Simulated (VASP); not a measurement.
# TiO2 (P4_2/mnm) in VASP: further runs

The runs below take TiO2 through single point, with PBE.

Program: VASP 6.6.1. These are calculated values, not measurements. Logs are shortened: lines on timing, memory, paths and dates and some standing lists are left out, and cuts for length are marked.

### 1 The cell of the first run

The structure is tetragonal, space group P4_2/mnm (No. 136). Conventional cell: a = 4.413 Å, b = 4.413 Å, c = 3.044 Å, α = 90.00°, β = 90.00°, γ = 90.00°. Within 2.5 Å of Ti (site symmetry mmm) lie 6 O at 1.90 to 1.95 Å. Within 2.5 Å of O (site symmetry m2m) lie 3 Ti at 1.90 to 1.95 Å and 1 O at 2.44 Å.

### 2 Single point, PBE (epitaxial xy strain -4.0%)

INCAR reads:

```
PREC = Accurate ; ENCUT = 520
EDIFF = 1E-7 ; ISMEAR = -1
SIGMA = 0.02 ; LREAL = False
LASPH = True ; NELM = 100
ALGO = Normal ; ISIF = 2
LWAVE = False ; LCHARG = False
GGA = PE ; NBANDS = 33
```

KPOINTS reads:

```
Automatic mesh
0
Gamma
  6 6 8
```

POSCAR reads:

```
TiO2
1.0
    4.4129793542      0.0000000000      0.0000000000
    0.0000000000      4.4129793542      0.0000000000
    0.0000000000      0.0000000000      3.0440756372
Ti O
2 4
Direct
    0.0000000000      0.0000000000      0.0000000000
    0.5000000000      0.5000000000      0.5000000000
    0.3042568738      0.3042568738      0.0000000000
    0.1957431262      0.8042568738      0.5000000000
    0.8042568738      0.1957431262      0.5000000000
    0.6957431262      0.6957431262      0.0000000000
```

Potentials or basis: VASP PAW PBE potentials, release 64 (Ti_sv, O).

Launch:

```
$ cat potpaw_PBE.64/Ti_sv/POTCAR potpaw_PBE.64/O/POTCAR > POTCAR
$ mpirun -np 1 vasp_std > vasp.out
```

OUTCAR:

```text
PREC = Accurate
   ENCUT = 520
   EDIFF = 1E-7
   ISMEAR = -1
   LREAL = False
   LASPH = True
   NELM = 100
   ISIF = 2
   GGA = PE

 ion  position               nearest neighbor table
   1  0.000  0.000  0.000-   3 1.90   6 1.90   5 1.95   4 1.95   4 1.95   5 1.95
   2  0.500  0.500  0.500-   4 1.90   5 1.90   3 1.95   6 1.95   3 1.95   6 1.95
   3  0.304  0.304  0.000-   1 1.90   2 1.95   2 1.95
   4  0.196  0.804  0.500-   2 1.90   1 1.95   1 1.95
   5  0.804  0.196  0.500-   2 1.90   1 1.95   1 1.95
   6  0.696  0.696  0.000-   1 1.90   2 1.95   2 1.95

  LATTYP: Found a simple tetragonal cell.
 ALAT       =     4.4129793542
 C/A-ratio  =     0.6898005617

  Lattice vectors:

 A1 = (   4.4129793542,   0.0000000000,   0.0000000000)
 A2 = (   0.0000000000,   4.4129793542,   0.0000000000)
 A3 = (   0.0000000000,   0.0000000000,   3.0440756372)

Analysis of symmetry for initial positions (statically):
=====================================================================
 Subroutine PRICEL returns:
 Original cell was already a primitive cell.

 Routine SETGRP: Setting up the symmetry group for a
 simple tetragonal supercell.

 Subroutine GETGRP returns: Found 16 space group operations
 (whereof  8 operations were pure point group operations)
 out of a pool of 16 trial point group operations.

The static configuration has the point symmetry D_2h.
 The point group associated with its full space group is D_4h.

Analysis of symmetry for dynamics (positions and initial velocities):
=====================================================================
 Subroutine PRICEL returns:
 Original cell was already a primitive cell.

 Routine SETGRP: Setting up the symmetry group for a
 simple tetragonal supercell.

 Subroutine GETGRP returns: Found 16 space group operations
 (whereof  8 operations were pure point group operations)
 out of a pool of 16 trial point group operations.

The dynamic configuration has the point symmetry D_2h.
 The point group associated with its full space group is D_4h.

 Subroutine INISYM returns: Found 16 space group operations
 (whereof  8 operations are pure point group operations),
 and found     1 'primitive' translations

----------------------------------------------------------------------------------------

                                     Primitive cell

  volume of cell :      59.2815

[... 91 lines left out ...]
   LNONCOLLINEAR =      F non collinear calculations
   LSORBIT =      F    spin-orbit coupling
   LASPH  =      T    aspherical Exc in radial PAW
   ENCUT  =  520.0 eV  38.22 Ry    6.18 a.u.   8.21  8.21  5.66*2*pi/ulx,y,z
   NELM   =    100;   NELMIN=  2; NELMDL= -5     # of ELM steps
   EDIFF  = 0.1E-06   stopping-criterion for ELM
   LREAL  =      F    real-space projection
   EDIFFG = 0.1E-05   stopping-criterion for IOM
   NSW    =      0    number of steps for IOM
   IBRION =     -1    ionic relax: 0-MD 1-quasi-New 2-CG
   NFREE  =      0    steps in history (QN), initial steepest desc. (CG)
   ISIF   =      2    stress and relaxation
   ISYM   =      2    0-nonsym 1-usesym 2-fastsym
   POTIM  = 0.5000    time-step for ionic-motion
   TEBEG  =    0.0;   TEEND  =   0.0 temperature during run
   PSTRESS=    0.0 pullay stress
   NELECT =      48.0000    total number of electrons
   NUPDOWN=      -1.0000    fix difference up-down
   EMIN   =  10.00;   EMAX   =-10.00  energy-range for DOS
   EFERMI =   0.00;   METHOD = LEGACY
   ISMEAR =    -1;   SIGMA  =   0.02  broadening in eV -4-tet -1-fermi 0-gaus
   EFERMI_NEDOS =   21; number of points for ismear=-14 and -15
   IALGO  =     38    algorithm
   IMIX   =      4    mixing-type and parameters
     AMIX     =   0.40;   BMIX     =  1.00
     AMIX_MAG =   1.60;   BMIX_MAG =  1.00
  volume/ion in A,a.u.               =       9.88        66.68
  Fermi-wavevector in a.u.,A,eV,Ry     =   1.525863  2.883463 31.677866  2.328257
  Thomas-Fermi vector in A             =   2.633975
   LORBIT       =      0    0 simple, 1 ext, 2 COOP (PROOUT), +10 PAW based schemes
   GGA     = PE    functional components
   LHFCALC =     F    Hartree Fock is set to
   AEXX    =    0.0000 exact exchange contribution
   IVDW    =     0    specifies the selected vdW correction
   LEPSILON=     F    determine dielectric tensor
   LRPA    =     F    only Hartree local field effects (RPA)
 non-spin polarized calculation
  energy-cutoff  :      520.00
  volume of cell :       59.28
 maximum number of plane-waves:      1624
 NGX is ok and might be reduce to    36
   NGX = 17   NGY = 17   NGZ = 11

 number of electron      47.9999995 magnetization

 Free energy of the ion-electron system (eV)
  ---------------------------------------------------
  ext. energy  EPLUGINS =         0.00000000
  ---------------------------------------------------
  free energy    TOTEN  =       -53.27492737 eV

  energy without entropy =      -53.27492737  energy(sigma->0) =      -53.27492737

 E-fermi :   6.0202     XC(G=0): -11.7158

 val. band max:        5.5387677544   @ k =   0.0000   0.0000   0.0000
 cond. band min:       7.4676384967   @ k =   0.0000   0.0000   0.0000
 fundamental gap:      1.9288707423
 Fermi energy:         6.0202489427

 k-point     1 :       0.0000    0.0000    0.0000
  band No.  band energies     occupation
      1     -51.3551      2.00000
      2     -51.3296      2.00000
      3     -27.7173      2.00000
      4     -27.7173      2.00000
      5     -27.5126      2.00000
      6     -27.5126      2.00000
[... 853 lines left out ...]
     32      10.8457      0.00000
     33      12.5387      0.00000

 [... further k-points ...]
[... 5 lines left out ...]
  --------------------------------------------------------------------------------------
  -------------------------------------------------------------------------------------
  Total        8.5007580      8.5007580      2.4355349      0.0000000      0.0000000      0.0000000
  in kB      229.7465544    229.7465544     65.8242177      0.0000000      0.0000000      0.0000000
  external PRESSURE =     175.1057755 kB  Pullay stress =       0.0000000 kB

 VOLUME and BASIS-vectors are now :
 -----------------------------------------------------------------------------
  energy-cutoff  :      520.00
  volume of cell :       59.28
      direct lattice vectors                 reciprocal lattice vectors
     4.412979354  0.000000000  0.000000000     0.226604278  0.000000000  0.000000000
     0.000000000  4.412979354  0.000000000     0.000000000  0.226604278  0.000000000
     0.000000000  0.000000000  3.044075637     0.000000000  0.000000000  0.328506949

 POSITION                                       TOTAL-FORCE (eV/Angst)
 -----------------------------------------------------------------------------------
      0.00000      0.00000      0.00000        -0.000000      0.000000      0.000000
      2.20649      2.20649      1.52204        -0.000000      0.000000      0.000000
      1.34268      1.34268      0.00000        -0.018203     -0.018203     -0.000000
      0.86381      3.54917      1.52204         0.018203     -0.018203     -0.000000
      3.54917      0.86381      1.52204        -0.018203      0.018203      0.000000
      3.07030      3.07030      0.00000         0.018203      0.018203      0.000000
 -----------------------------------------------------------------------------------
    total drift:                                0.000000      0.000000      0.000000

  FREE ENERGIE OF THE ION-ELECTRON SYSTEM (eV)
  ---------------------------------------------------
  free  energy   TOTEN  =       -53.2749273686 eV

  energy  without entropy=      -53.2749273686  energy(sigma->0) =      -53.27492737
```

It took 76 s on 1 thread of AMD EPYC 7R13 (Zen 3), shared host; peak memory 0.19 GiB.

What came out:

```
Free energy            : -53.2749 eV
Pressure               : 17.5 GPa
Largest force          : 0.026 eV/Å
Band gap on the k mesh : 1.93 eV, direct
```

Forces on the atoms (eV/Å):
```
Ti   0.000  0.000  0.000
Ti   0.000  0.000  0.000
O   -0.018 -0.018  0.000
O    0.018 -0.018  0.000
O   -0.018  0.018  0.000
O    0.018  0.018  0.000
```

Levels at points of the mesh, in eV from the valence-band top:
| k point | band 21 | band 22 | band 23 | band 24 | band 25 | band 26 | band 27 | band 28 |
| --- | --- | --- | --- | --- | --- | --- | --- | --- |
| (0.00, 0.00, 0.00) | -0.89 | -0.39 | -0.39 | 0.00 | 1.93 | 2.34 | 2.36 | 2.41 |
| (0.50, 0.00, 0.00) | -2.10 | -2.10 | -0.80 | -0.80 | 2.68 | 2.68 | 3.12 | 3.12 |
| (0.50, 0.50, 0.00) | -1.64 | -1.64 | -0.96 | -0.96 | 2.04 | 2.04 | 2.45 | 2.45 |
| (0.00, 0.00, 0.50) | -2.46 | -2.46 | -1.39 | -1.39 | 2.81 | 2.81 | 3.23 | 3.23 |
| (0.50, 0.00, 0.50) | -2.12 | -2.12 | -1.11 | -1.11 | 1.98 | 1.98 | 2.88 | 2.88 |
| (0.50, 0.50, 0.50) | -1.46 | -1.46 | -0.61 | -0.61 | 2.74 | 2.74 | 2.88 | 2.88 |

Caveat: the cell differs from its parent crystal (epitaxial xy strain -4.0%). A k mesh can miss the band edges.

[end of part 1 of 3]
